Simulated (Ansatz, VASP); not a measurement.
# Two plane-wave programs on TaRu

INCAR

```
SYSTEM = TaRu
ALGO     = Normal         ! electronic algorithm
EDIFF    = 1E-8           ! SCF threshold, eV
ENCUT    = 520            ! plane-wave cutoff, eV
ISIF     = 2              ! what is computed and relaxed
ISMEAR   = -1             ! smearing method
LASPH    = .TRUE.         ! aspherical terms in the spheres
LCHARG   = .FALSE.        ! write CHGCAR
LEFG     = .TRUE.       
LREAL    = .FALSE.        ! projectors in reciprocal space
LWAVE    = .FALSE.        ! write WAVECAR
NBANDS   = 20             ! bands
NELM     = 60             ! most SCF steps
PREC     = Accurate       ! precision mode
SIGMA    = 0.03           ! smearing width, eV
```

File KPOINTS:

```
k-points
0
G
  13 13 13
  0 0 0
```

POSCAR

```
TaRu
1.0
    3.1870000000      0.0000000000      0.0000000000
    0.0000000000      3.1870000000      0.0000000000
    0.0000000000      0.0000000000      3.1551300000
Ta Ru
1 1
Direct
    0.5000000000      0.5000000000      0.5000000000
    0.0000000000      0.0000000000      0.0000000000
```

Input for Ansatz:

```yaml
crystal:
  lattice:
    - [3.187, 0.0, 0.0]
    - [0.0, 3.187, 0.0]
    - [0.0, 0.0, 3.15513]
  atoms:
    - { symbol: Ta, position: [0.5, 0.5, 0.5] }
    - { symbol: Ru, position: [0.0, 0.0, 0.0] }
kpoints:
  mp_grid: { grid: [13, 13, 13] }
scf:
  occupations: { method: fermi_dirac, width: 0.03 }
hamiltonian:
  xc: lda
  pseudopotentials: { kind: paw }
output:
  forces: true
  stress: true
  eigenvalues: true
  efg: { contact_densities: true }
```

Change from the starting cell: zz strain of -1 %, PAW files.

Alike in both runs: task electric field gradients; functional LDA; k mesh 13 × 13 × 13; occupations fermi-dirac, width 0.03 eV; no spin polarisation.

|  | VASP | Ansatz |
| --- | --- | --- |
| version | VASP 6.6.1 | Ansatz 0.2.0 |
| potentials or method | VASP PAW LDA potentials, release 64 (Ta_pv, Ru_pv) | PAW with Ansatz's default frozen-core files, scalar-relativistic |
| plane-wave cutoff (eV) | 520 | 420 |
| valence electrons in the cell | 25 | 29 |

VASP gave:

- pressure (GPa): -13.3
- traceless stress, the component that is largest in VASP (GPa): -1.39
- size of Vzz on the site where it differs most (V/Å²): 2.8

**Question.** What did Ansatz give for the same quantities?

**Answer.** Pressure (GPa): -14.1; traceless stress, the component that is largest in VASP (GPa): -1.44; size of Vzz on the site where it differs most (V/Å²): 1.5.

LDA's correlation is that of Perdew and Zunger in VASP and of Perdew and Wang (1992) in Ansatz. VASP's potentials hold 25 valence electrons a cell and Ansatz's 29, so a difference there can come from the potentials and not from the codes.

Neither program's run includes spin-orbit coupling.
